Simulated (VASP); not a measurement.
# Al3Ga4N7 in VASP: notebook, part 2 of 2

VASP 6.6.1. Earlier steps stand in the parts before.

## (3) Single point, PBE

INCAR

```
PREC = Accurate
ENCUT = 520
EDIFF = 1E-6
ISMEAR = -1
SIGMA = 0.3447
LREAL = False
LASPH = True
NELM = 120
ALGO = Normal
ISIF = 2
LWAVE = False
LCHARG = False
GGA = PE
ISYM = -1
NBANDS = 61
GGA_COMPAT = False
```

KPOINTS

```
explicit points
1
Reciprocal
  0.25000000   0.25000000   0.25000000 1
```

POSCAR

```
Al3Ga4N7
1.0
    5.4234100000     -0.0218160000     -0.1020990000
   -0.0218160000      5.6737360000      0.1832450000
   -0.1020990000      0.1832450000      5.4998890000
Al N Ga
3 7 4
Direct
    0.4842645566      0.7417964679      0.3953144206
    0.3786160551      0.0611635697     -0.0716093721
    0.8250595053      0.3658381886      0.3213140723
    0.4579148579      0.4157873517      0.4271560200
    0.9266697919      0.3427029043     -0.0048109216
    0.4801630325      0.8416740108      0.7260994924
    0.0094700895      0.1231548486      0.5751616763
    0.5737562692      0.0870600030      0.1251744592
    0.0919271725      0.8743865955      0.0151042504
    0.9253605735      0.5944849389      0.4978256828
    0.9930777727      0.9041628556      0.3185115054
   -0.1868832688     -0.0116580073      0.8051865550
    0.2105668196      0.5520098765     -0.1358431758
    0.6289687646      0.4584445348      0.7888036310
```

Potentials or basis: VASP PAW PBE potentials, release 64 (Al, N, Ga_d).

Started as:

```console
cat potpaw_PBE.64/Al/POTCAR potpaw_PBE.64/N/POTCAR potpaw_PBE.64/Ga_d/POTCAR > POTCAR
mpirun -np 1 vasp_std > vasp.out
```

It took 19 s on 1 thread of AMD EPYC 9R45 (Zen 5), shared host; peak memory 0.21 GiB.

It converged, with:

```
Free energy   : -76.8150 eV
Pressure      : 7.6 GPa
Largest force : 14.418 eV/Å
```

Forces in eV/Å, atoms in the order of the input:
```
Al    0.706   1.342   0.251
Al  -11.617  -2.051  -8.291
Al   -1.327  -3.244  -0.683
N     1.732   0.608   0.315
N     0.136   1.514  -0.211
N     1.186  -1.471  -2.313
N    -0.191   0.508  -3.452
N     9.722   0.078  10.322
N     1.213  -1.158  -1.039
N     0.346   3.314   1.517
Ga   -0.956  -0.129   2.233
Ga    0.108  -0.143   1.664
Ga   -2.751   0.591   0.342
Ga    1.690   0.240  -0.657
```

Stress tensor (GPa, compression positive):
```
 8.04 -0.29 -1.15
-0.29  6.67  5.11
-1.15  5.11  8.09
```

Levels at points of the mesh, in eV from the Fermi level:
| k point | band 45 | band 46 | band 47 | band 48 | band 49 | band 50 | band 51 | band 52 | band 53 | band 54 |
| --- | --- | --- | --- | --- | --- | --- | --- | --- | --- | --- |
| (0.25, 0.25, 0.25) | -1.24 | -0.85 | -0.74 | -0.23 | -0.10 | 1.60 | 2.78 | 3.17 | 3.42 | 3.72 |

Caveat: the atoms stand as in a frame of molecular dynamics; so wide a smearing shifts energies and pressures.

## (4) Single point, PBE

INCAR

```
SYSTEM = Al3Ga4N7
  ALGO = Normal
  EDIFF = 1E-6
  ENCUT = 520
  GGA = PE
  GGA_COMPAT = .False.
  ISIF = 2
  ISMEAR = -1
  ISYM = -1
  LASPH = .True.
  LCHARG = .False.
  LREAL = .False.
  LWAVE = .False.
  NBANDS = 61
  NELM = 120
  PREC = Accurate
  SIGMA = 0.3447
```

KPOINTS is that of step 3.

POSCAR

```
Al3Ga4N7
1.0
    5.4234100000     -0.0218160000     -0.1020990000
   -0.0218160000      5.6737360000      0.1832450000
   -0.1020990000      0.1832450000      5.4998890000
Al N Ga
3 7 4
Direct
    0.4753753190      0.5689533124      0.3204338297
    0.3450745912     -0.1907573358     -0.3651891704
    0.9328656040      0.4990930199      0.0990551527
    0.6468276570      0.3437331034      0.2988638651
    0.8360838539      0.3489331515     -0.1703816077
    0.6877061109      0.8050369827      0.6508536998
    0.1319337970      0.0536779239      0.5880864318
    0.7018966026     -0.1933143268      0.1618272342
    0.3035400061      0.6665255088     -0.0507939953
    1.1999749786      0.5901037252      0.4117924359
    0.9725867317      0.9250774305      0.3034125450
   -0.2776992637      0.0214343720      0.8976329234
    0.1267476424      0.3605374318     -0.3589952223
    0.5182261220      0.4462360913      0.8513075148
```

Started as:

```console
cat potpaw_PBE.64/Al/POTCAR potpaw_PBE.64/N/POTCAR potpaw_PBE.64/Ga_d/POTCAR > POTCAR
mpirun -np 1 vasp_std > vasp.out
```

Wall time 21 s (1 thread of AMD EPYC 9R45 (Zen 5), shared host); peak memory 0.21 GiB.

Results (log left out):

| Item | Value |
| --- | --- |
| Free energy | -76.6039 eV |
| Pressure | 19.6 GPa |
| Largest force | 7.714 eV/Å |

Forces on the atoms (eV/Å):
```
Al   4.260  4.406 -4.535
Al  -1.297  2.573  1.618
Al  -0.113  1.298  2.418
N    5.232 -5.313 -1.972
N    1.507 -1.398  0.568
N   -1.301 -0.384 -1.033
N    0.347 -1.719 -1.866
N    0.931 -1.636 -0.909
N   -2.657 -0.724  0.414
N   -6.733  2.651  1.349
Ga   0.704  1.272  4.456
Ga   0.258  0.077 -1.892
Ga  -2.012 -0.814  0.493
Ga   0.872 -0.288  0.889
```

Stress tensor (GPa, compression positive):
```
 19.36 -12.05   0.36
-12.05  20.82   0.86
  0.36   0.86  18.58
```

Levels at points of the mesh, in eV from the Fermi level:
```
           k point  band 45  band 46  band 47  band 48  band 49  band 50  band 51  band 52
(0.25, 0.25, 0.25)    -1.42    -1.13    -0.72    -0.46     0.24     1.02     2.43     2.98
```

Caveat: the atoms stand as in a frame of molecular dynamics; so wide a smearing shifts energies and pressures.

## (5) Single point, PBE

INCAR

```
PREC = Accurate
ENCUT = 520
EDIFF = 1E-6
ISMEAR = -1
SIGMA = 0.2482
LREAL = False
LASPH = True
NELM = 120
ALGO = Normal
ISIF = 2
LWAVE = False
LCHARG = False
GGA = PE
ISYM = -1
NBANDS = 61
GGA_COMPAT = False
```

KPOINTS is that of step 4.

POSCAR

```
Al3Ga4N7
1.0
    5.4234100000     -0.0218160000     -0.1020990000
   -0.0218160000      5.6737360000      0.1832450000
   -0.1020990000      0.1832450000      5.4998890000
Al N Ga
3 7 4
Direct
    0.6341766441      0.5679650412      0.2789080011
    0.3413744695      0.8033476337      0.5925511505
    1.1259069751      0.5388559100      0.0957058088
    0.6778502532      0.2598926863      0.4305137427
    0.9313665010      0.2407335621      0.9602008998
    0.7848023407      0.6789108659      0.5737249447
    0.1105203539      0.0688448076      0.7255141969
    0.8890018741      0.7630268280      0.1484388778
    0.4431149360      0.5876540540      0.8924447247
    0.3049206744      0.5296735032      0.3730935433
    0.8861670489      0.9937985791      0.3914095628
    0.7952816470     -0.1245826316      0.8506580051
    0.0487169731      0.3636844710      0.5634431156
    0.6682256509      0.3869298214      0.7903154437
```

Started as:

```console
cat potpaw_PBE.64/Al/POTCAR potpaw_PBE.64/N/POTCAR potpaw_PBE.64/Ga_d/POTCAR > POTCAR
mpirun -np 1 vasp_std > vasp.out
```

Run time: 20 s. Hardware: 1 thread of AMD EPYC 9R45 (Zen 5), shared host; peak memory 0.21 GiB.

The run converged. Its results:

```
Free energy   : -78.6030 eV
Pressure      : 9.3 GPa
Largest force : 4.564 eV/Å
```

Forces in eV/Å, atoms in the order of the input:
```
Al  -0.820 -1.379 -0.271
Al  -0.440 -0.804  1.265
Al   0.974 -0.759 -2.240
N    1.531 -0.683  0.435
N    0.990  2.692  2.175
N    0.341  0.986  1.279
N    1.540 -2.985 -2.382
N    0.092 -1.187 -0.621
N   -4.081  1.120  1.709
N   -0.929  1.728  2.489
Ga   0.590 -0.645 -0.868
Ga   0.430  1.446 -1.283
Ga   1.419  1.155 -0.125
Ga  -1.639 -0.686 -1.561
```

Stress tensor (GPa, compression positive):
```
 5.73 -5.00 -3.37
-5.00  3.44 -1.79
-3.37 -1.79 18.73
```

Levels at points of the mesh, in eV from the Fermi level:
```csv
k point,band 45,band 46,band 47,band 48,band 49,band 50,band 51,band 52
"(0.25, 0.25, 0.25)",-2.18,-1.66,-1.36,-0.49,0.48,1.34,2.04,2.63
```

Caveat: the atoms stand as in a frame of molecular dynamics.

## (6) Single point, PBE

INCAR

```
SYSTEM = Al3Ga4N7
PREC = Accurate
ENCUT = 520
EDIFF = 1E-6
ISMEAR = -1
SIGMA = 0.2482
LREAL = .False.
LASPH = .True.
NELM = 120
ALGO = Normal
ISIF = 2
LWAVE = .False.
LCHARG = .False.
GGA = PE
NBANDS = 61
ISYM = -1
GGA_COMPAT = .False.
```

KPOINTS is that of step 5.

POSCAR

```
Al3Ga4N7
1.0
    5.4234100000     -0.0218160000     -0.1020990000
   -0.0218160000      5.6737360000      0.1832450000
   -0.1020990000      0.1832450000      5.4998890000
Al N Ga
3 7 4
Direct
    0.5692672804      0.5022815010      0.1910311365
    0.2829461830      0.7797354812      0.5294904850
    1.0370159523      0.4184057454      0.0880395097
    0.6793131891      0.1527133944      0.5765418595
    0.7527292387      0.2486030596      1.0903021197
    0.6433671188      0.6896833830      0.5286979624
    0.0632062314      0.0101552885      0.4997870661
    0.8148352387      0.7343726356      0.0351277543
    0.3051156220      0.4425143293      0.8471113620
    0.2509017414      0.5307303327      0.3008315508
    0.7575021359      0.9372965289      0.2776971150
    0.8884915573     -0.0314618151      0.8040075572
    0.2197988636      0.3149798539      0.5348118409
    0.6625487458      0.3659341061      0.7701473555
```

Potentials or basis: VASP PAW PBE potentials, release 64 (Al, N, Ga_d).

Started as:

```console
cat potpaw_PBE.64/Al/POTCAR potpaw_PBE.64/N/POTCAR potpaw_PBE.64/Ga_d/POTCAR > POTCAR
mpirun -np 1 vasp_std > vasp.out
```

It took 20 s on 1 thread of AMD EPYC 9R45 (Zen 5), shared host; peak memory 0.21 GiB.

Results (log left out):

```yaml
Free_energy: -79.8021 eV
Pressure: 14.3 GPa
Largest_force: 5.981 eV/Å
```

Forces in eV/Å, atoms in the order of the input:
```
Al  -0.001  1.594  1.283
Al   3.474 -2.516  0.270
Al   1.279  2.742 -2.684
N   -2.330 -2.664 -2.547
N    0.756 -0.062  0.456
N   -0.797 -0.022 -1.398
N    3.141  0.050 -0.127
N   -0.017 -1.937  0.408
N   -2.156  0.180 -0.097
N   -0.019  1.800 -0.446
Ga   0.348  0.932  3.834
Ga  -1.450 -1.779 -2.440
Ga   0.179 -3.786  3.748
Ga  -2.406  5.470 -0.258
```

Stress tensor (GPa, compression positive):
```
 9.85 -2.29 -1.04
-2.29 12.94  5.16
-1.04  5.16 20.02
```

Levels at points of the mesh, in eV from the Fermi level:
| k point | band 45 | band 46 | band 47 | band 48 | band 49 | band 50 | band 51 | band 52 |
| --- | --- | --- | --- | --- | --- | --- | --- | --- |
| (0.25, 0.25, 0.25) | -2.08 | -1.54 | -1.14 | -0.82 | 0.78 | 1.25 | 2.18 | 2.68 |

Caveat: the atoms stand as in a frame of molecular dynamics.

## (7) Summary

```csv
cell,smearing,pressure (GPa),largest force (eV/Å)
"as given, atomic positions A",fermi-dirac 0.3447 eV,4.4,4.56
"as given, atomic positions B",fermi-dirac 0.3447 eV,7.6,14.42
"as given, atomic positions C",fermi-dirac 0.3447 eV,19.6,7.71
"as given, atomic positions D",fermi-dirac 0.2482 eV,9.3,4.56
"as given, atomic positions E",fermi-dirac 0.2482 eV,14.3,5.98
```

Alike in all rows: task single point; level PBE; potentials or basis VASP PAW PBE potentials, release 64 (Al, N, Ga_d); no spin polarisation; k mesh 1 × 1 × 1, shifted; cutoff (eV) 520.

Caveats: the atoms stand as in a frame of molecular dynamics; so wide a smearing shifts energies and pressures (at least some runs).

Absolute energies hang on the potentials; compare differences alone.
